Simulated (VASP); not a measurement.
# Fe (Fm-3m) in VASP: notebook

Fe is run at these levels: PBE; tasks: single point.

All numbers are computed with VASP 6.6.1; they aren't measurements. Logs are shortened: lines on timing, memory, paths and dates and some standing lists are left out, and cuts for length are marked.

### 1 The cell of the first run

It takes space group Fm-3m (No. 225, cubic). The conventional cell has a = 3.468 Å, b = 3.468 Å, c = 3.468 Å, α = 90.00°, β = 90.00°, γ = 90.00°. Within 3.2 Å of Fe (site symmetry m-3m) lie 12 Fe at 2.45 Å.

### 2 Single point, PBE, collinear spin, antiferromagnetic start

INCAR reads:

```
  PREC = Accurate
  ENCUT = 520
  EDIFF = 1E-6
  ISMEAR = -1
  SIGMA = 0.05
  LREAL = False
  LASPH = True
  NELM = 150
  ALGO = Normal
  ISIF = 2
  LWAVE = False
  LCHARG = False
  ISPIN = 2
  MAGMOM = 4 -4
  LORBIT = 11
  LMAXMIX = 4
  GGA = PE
  NBANDS = 19
```

KPOINTS reads:

```
Automatic mesh
0
Gamma
  7 14 14
```

POSCAR reads:

```
Fe
1.0
    0.0000000000      3.4680000000      3.4680000000
    1.7340000000      0.0000000000      1.7340000000
    1.7340000000      1.7340000000      0.0000000000
Fe
2
Direct
    0.0000000000      0.0000000000      0.0000000000
    0.5000000000      0.0000000000      0.0000000000
```

Potentials or basis: VASP PAW PBE potentials, release 64 (Fe).

Launch:

```bash
> cat potpaw_PBE.64/Fe/POTCAR > POTCAR
> mpirun -np 1 vasp_std > vasp.out
```

OUTCAR:

```text
PREC = Accurate
   ENCUT = 520
   EDIFF = 1E-6
   ISMEAR = -1
   LREAL = False
   LASPH = True
   NELM = 150
   ISIF = 2
   ISPIN = 2
   LORBIT = 11
   GGA = PE

 ion  position               nearest neighbor table
   1  0.000  0.000  0.000-   2 2.45   2 2.45   2 2.45   2 2.45   2 2.45   2 2.45
   2  0.500  0.000  0.000-   1 2.45   1 2.45   1 2.45   1 2.45   1 2.45   1 2.45

  LATTYP: Found a trigonal (rhomboedric) cell.
 ALAT       =     4.2474152140
 COS(alpha) =     0.8333333333

  Lattice vectors:

 A1 = (   1.7340000000,  -1.7340000000,  -3.4680000000)
 A2 = (   3.4680000000,  -1.7340000000,  -1.7340000000)
 A3 = (   1.7340000000,  -3.4680000000,  -1.7340000000)

Analysis of symmetry for initial positions (statically):
=====================================================================
 Subroutine PRICEL returns following result:

  LATTYP: Found a face centered cubic cell.
 ALAT       =     3.4680000000
[... 12 lines left out ...]
 Subroutine GETGRP returns: Found 12 space group operations
 (whereof 12 operations were pure point group operations)
 out of a pool of 12 trial point group operations.

The static configuration has the point symmetry D_3d.

Analysis of symmetry for dynamics (positions and initial velocities):
=====================================================================
 Subroutine PRICEL returns following result:

  LATTYP: Found a face centered cubic cell.
 ALAT       =     3.4680000000
[... 12 lines left out ...]
 Subroutine GETGRP returns: Found 12 space group operations
 (whereof 12 operations were pure point group operations)
 out of a pool of 12 trial point group operations.

The dynamic configuration has the point symmetry D_3d.

Analysis of structural, dynamic, and magnetic symmetry:
=====================================================================
 Subroutine PRICEL returns following result:

  LATTYP: Found a face centered cubic cell.
 ALAT       =     3.4680000000
[... 12 lines left out ...]
 Subroutine GETGRP returns: Found 12 space group operations
 (whereof 12 operations were pure point group operations)
 out of a pool of 12 trial point group operations.

The overall configuration has the point symmetry D_3d.

 Subroutine INISYM returns: Found 12 space group operations
 (whereof 12 operations are pure point group operations),
 and found     2 'primitive' translations

----------------------------------------------------------------------------------------

                                     Primitive cell

  volume of cell :      10.4274

  direct lattice vectors                    reciprocal lattice vectors
     0.000000000  1.734000000  1.734000000    -0.288350634  0.288350634  0.288350634
     1.734000000  0.000000000  1.734000000     0.288350634 -0.288350634  0.288350634
     1.734000000  1.734000000  0.000000000     0.288350634  0.288350634 -0.288350634

  length of vectors
     2.452246317  2.452246317  2.452246317     0.499437949  0.499437949  0.499437949

  position of ions in fractional coordinates (direct lattice)
     0.000000000  0.000000000  0.000000000

  ion indices of the primitive-cell ions
   primitive index   ion index
                 1           1

----------------------------------------------------------------------------------------

 KPOINTS: Automatic mesh

Automatic generation of k-mesh.
 Grid dimensions read from file:
 generate k-points for:    7   14   14

 Generating k-lattice:

  Cartesian coordinates                     Fractional coordinates (reciprocal lattice)
    -0.020596474  0.020596474  0.020596474     0.142857143  0.000000000  0.000000000
     0.020596474 -0.020596474  0.020596474     0.000000000  0.071428571  0.000000000
     0.020596474  0.020596474 -0.020596474     0.000000000  0.000000000  0.071428571

  Length of vectors
     0.035674139  0.035674139  0.035674139

  Shift w.r.t. Gamma in fractional coordinates (k-lattice)
     0.000000000  0.000000000  0.000000000

 -----------------------------------------------------------------------------
|                                                                             |
[... 16 lines left out ...]

 Subroutine IBZKPT returns following result:
 ===========================================

 Found    144 irreducible k-points:

 Following reciprocal coordinates:
            Coordinates               Weight
  0.000000  0.000000  0.000000      1.000000
  0.142857  0.000000  0.000000      2.000000
  0.285714  0.000000  0.000000      2.000000
  0.428571  0.000000  0.000000      2.000000
  0.000000  0.071429  0.000000      6.000000
  0.142857  0.071429  0.000000      6.000000
[... 16 lines left out ...]
 -0.428571  0.214286  0.000000      6.000000
 -0.285714  0.214286  0.000000      6.000000
 [... further k-points ...]
   k-points           NKPTS =    144   k-points in BZ     NKDIM =    144   number of bands    NBANDS=     19
   number of dos      NEDOS =    301   number of ions     NIONS =      2
   total plane-waves  NPLWV =  11664
   dimension x,y,z NGX =    36 NGY =   18 NGZ =   18
   dimension x,y,z NGXF=    72 NGYF=   36 NGZF=   36
   ions per type =               2
   NGX,Y,Z   is equivalent  to a cutoff of  12.20, 12.20, 12.20 a.u.
   NGXF,Y,Z  is equivalent  to a cutoff of  24.41, 24.41, 24.41 a.u.
 SYSTEM =  unknown system
   PREC   = accura    normal or accurate (medium, high low for compatibility)
   ISTART =      0    job   : 0-new  1-cont  2-samecut
   ICHARG =      2    charge: 1-file 2-atom 10-const
   ISPIN  =      2    spin polarized calculation?
   LNONCOLLINEAR =      F non collinear calculations
   LSORBIT =      F    spin-orbit coupling
   LASPH  =      T    aspherical Exc in radial PAW
   ENCUT  =  520.0 eV  38.22 Ry    6.18 a.u.   9.12  4.56  4.56*2*pi/ulx,y,z
   NELM   =    150;   NELMIN=  2; NELMDL= -5     # of ELM steps
   EDIFF  = 0.1E-05   stopping-criterion for ELM
   LREAL  =      F    real-space projection
   EDIFFG = 0.1E-04   stopping-criterion for IOM
   NSW    =      0    number of steps for IOM
   IBRION =     -1    ionic relax: 0-MD 1-quasi-New 2-CG
   NFREE  =      0    steps in history (QN), initial steepest desc. (CG)
   ISIF   =      2    stress and relaxation
   ISYM   =      2    0-nonsym 1-usesym 2-fastsym
   POTIM  = 0.5000    time-step for ionic-motion
   TEBEG  =    0.0;   TEEND  =   0.0 temperature during run
   PSTRESS=    0.0 pullay stress
   NELECT =      16.0000    total number of electrons
   NUPDOWN=      -1.0000    fix difference up-down
   EMIN   =  10.00;   EMAX   =-10.00  energy-range for DOS
   EFERMI =   0.00;   METHOD = LEGACY
   ISMEAR =    -1;   SIGMA  =   0.05  broadening in eV -4-tet -1-fermi 0-gaus
   EFERMI_NEDOS =   21; number of points for ismear=-14 and -15
   IALGO  =     38    algorithm
   IMIX   =      4    mixing-type and parameters
     AMIX     =   0.40;   BMIX     =  1.00
     AMIX_MAG =   1.60;   BMIX_MAG =  1.00
  volume/ion in A,a.u.               =      10.43        70.37
  Fermi-wavevector in a.u.,A,eV,Ry     =   1.498692  2.832117 30.559744  2.246078
  Thomas-Fermi vector in A             =   2.610418
   LORBIT       =     11    0 simple, 1 ext, 2 COOP (PROOUT), +10 PAW based schemes
   GGA     = PE    functional components
   LHFCALC =     F    Hartree Fock is set to
   AEXX    =    0.0000 exact exchange contribution
   IVDW    =     0    specifies the selected vdW correction
   LEPSILON=     F    determine dielectric tensor
   LRPA    =     F    only Hartree local field effects (RPA)
 spin polarized calculation
  energy-cutoff  :      520.00
  volume of cell :       20.85
 maximum number of plane-waves:       579
   NGX = 19   NGY =  9   NGZ =  9

 number of electron      16.0000008 magnetization      -0.0000000

 number of electron      16.0000008 magnetization       0.0000000

 Free energy of the ion-electron system (eV)
  ---------------------------------------------------
  ext. energy  EPLUGINS =         0.00000000
  ---------------------------------------------------
  free energy    TOTEN  =       -16.17482124 eV

  energy without entropy =      -16.13985669  energy(sigma->0) =      -16.15733896

 E-fermi :   6.6881     XC(G=0): -13.6495

 val. band max:        6.6854678673   @ k =  -0.1429   0.5000   0.0714
 cond. band min:       6.6882418331   @ k =  -0.2857   0.2143   0.0714
 fundamental gap:      0.0027739657
 Fermi energy:         6.6880890908

 spin component 1

 k-point     1 :       0.0000    0.0000    0.0000
  band No.  band energies     occupation
      1      -2.1290      1.00000
      2       1.8581      1.00000
      3       4.7557      1.00000
      4       4.7557      1.00000
      5       5.0484      1.00000
      6       5.1416      1.00000
[... 517 lines left out ...]
     18      30.4182      0.00000
     19      33.2438      0.00000

 [... further k-points ...]

 spin component 2

 k-point     1 :       0.0000    0.0000    0.0000
  band No.  band energies     occupation
      1      -2.1290      1.00000
      2       1.8581      1.00000
      3       4.7557      1.00000
      4       4.7557      1.00000
      5       5.0484      1.00000
      6       5.1416      1.00000
[... 517 lines left out ...]
     18      30.4182      0.00000
     19      33.2438      0.00000

 [... further k-points ...]

------------------------ aborting loop because EDIFF is reached ----------------------------------------

  FORCE on cell =-STRESS in cart. coord.  units (eV):
  Direction    XX          YY          ZZ          XY          YZ          ZX
  --------------------------------------------------------------------------------------
  -------------------------------------------------------------------------------------
  Total       -0.0075006     -0.0075006     -0.0075006     -0.3054483      0.3054483     -0.3054483
  in kB       -0.5762330     -0.5762330     -0.5762330    -23.4661086     23.4661086    -23.4661086
  external PRESSURE =      -0.5762330 kB  Pullay stress =       0.0000000 kB

 VOLUME and BASIS-vectors are now :
 -----------------------------------------------------------------------------
  energy-cutoff  :      520.00
  volume of cell :       20.85
      direct lattice vectors                 reciprocal lattice vectors
     0.000000000  3.468000000  3.468000000    -0.144175317  0.144175317  0.144175317
     1.734000000  0.000000000  1.734000000     0.288350634 -0.288350634  0.288350634
     1.734000000  1.734000000  0.000000000     0.288350634  0.288350634 -0.288350634

 POSITION                                       TOTAL-FORCE (eV/Angst)
 -----------------------------------------------------------------------------------
      0.00000      0.00000      0.00000        -0.000000      0.000000      0.000000
      0.00000      1.73400      1.73400         0.000000     -0.000000     -0.000000
 -----------------------------------------------------------------------------------
    total drift:                               -0.000000     -0.000000      0.000000

  FREE ENERGIE OF THE ION-ELECTRON SYSTEM (eV)
  ---------------------------------------------------
  free  energy   TOTEN  =       -16.1748212423 eV

  energy  without entropy=      -16.1398566870  energy(sigma->0) =      -16.15733896

 total charge

# of ion       s       p       d       tot
------------------------------------------
    1        0.528   0.615   6.310   7.453
    2        0.528   0.615   6.310   7.453
--------------------------------------------------
tot          1.056   1.230  12.620  14.906

 magnetization (x)

# of ion       s       p       d       tot
------------------------------------------
    1        0.003   0.010   0.892   0.905
    2       -0.003  -0.010  -0.892  -0.905
--------------------------------------------------
tot          0.000   0.000   0.000   0.000
```

Wall time 50 s (1 thread of Intel Xeon 6975P-C (Granite Rapids), shared host); peak memory 0.2 GiB.

Results:

```yaml
Free_energy: -16.1748 eV
Pressure: -0.1 GPa
Band_gap_on_the_k_mesh: zero (filled and empty bands overlap)
Net_moment: 0.00 μB per cell
Site_moments: Fe +0.91, -0.91 μB
Valence_electrons_inside_the_program's_atomic_spheres: Fe 7.45
```

Levels at points of the mesh, in eV from the Fermi level:
Spin up:
| k point | band 4 | band 5 | band 6 | band 7 | band 8 | band 9 | band 10 | band 11 | band 12 | band 13 |
| --- | --- | --- | --- | --- | --- | --- | --- | --- | --- | --- |
| (0.00, 0.00, 0.00) | -1.93 | -1.64 | -1.55 | -1.55 | -0.16 | -0.16 | 0.10 | 1.11 | 1.11 | 8.10 |
| (0.00, 0.50, 0.00) | -1.84 | -1.70 | 0.11 | 0.55 | 0.88 | 1.12 | 1.24 | 1.49 | 3.13 | 8.10 |
Spin down:
```tsv
k point	band 6	band 7	band 8	band 9	band 10	band 11
(0.00, 0.00, 0.00)	-1.55	-1.55	-0.16	-0.16	0.10	1.11
(0.00, 0.50, 0.00)	0.11	0.55	0.88	1.12	1.24	1.49
```

Caveat: the moment fell far below its start of 4 μB, so a state of higher moment may lie lower in energy.

### 3 Single point, PBE, collinear spin, ferromagnetic start

INCAR reads:

```
PREC = Accurate
ENCUT = 520
EDIFF = 1E-6
ISMEAR = -1
SIGMA = 0.05
LREAL = F
LASPH = T
NELM = 150
ALGO = Normal
ISIF = 2
LWAVE = F
LCHARG = F
ISPIN = 2
MAGMOM = 4 4
LORBIT = 11
LMAXMIX = 4
GGA = PE
NBANDS = 19
```

KPOINTS reads:

```
regular mesh
0
Gamma
  7 14 14
```

POSCAR is that of step 2.

Potentials or basis: VASP PAW PBE potentials, release 64 (Fe).

Launch:

```bash
> cat potpaw_PBE.64/Fe/POTCAR > POTCAR
> mpirun -np 1 vasp_std > vasp.out
```

Wall time 45 s (1 thread of Intel Xeon 6975P-C (Granite Rapids), shared host); peak memory 0.2 GiB.

It converged, with:

```
Free energy                                           : -16.2021 eV
Pressure                                              : 2.6 GPa
Band gap on the k mesh                                : zero (filled and empty bands overlap)
Net moment                                            : 2.01 μB per cell
Site moments                                          : Fe +0.99 μB
Valence electrons inside the program's atomic spheres : Fe 7.46
```

Levels at points of the mesh, in eV from the Fermi level:
Spin up:
```csv
k point,band 7,band 8,band 9,band 10,band 11,band 12
"(0.00, 0.00, 0.00)",-1.99,-0.89,-0.89,0.02,0.38,0.38
"(0.00, 0.50, 0.00)",0.09,0.38,0.38,0.79,0.79,3.04
```
Spin down:
```csv
k point,band 5,band 6,band 7,band 8,band 9,band 10
"(0.00, 0.00, 0.00)",-1.31,-1.19,-1.19,0.11,0.68,0.68
"(0.00, 0.50, 0.00)",-1.19,0.11,1.50,1.50,1.58,1.58
```

Caveat: the moment fell far below its start of 4 μB, so a state of higher moment may lie lower in energy.
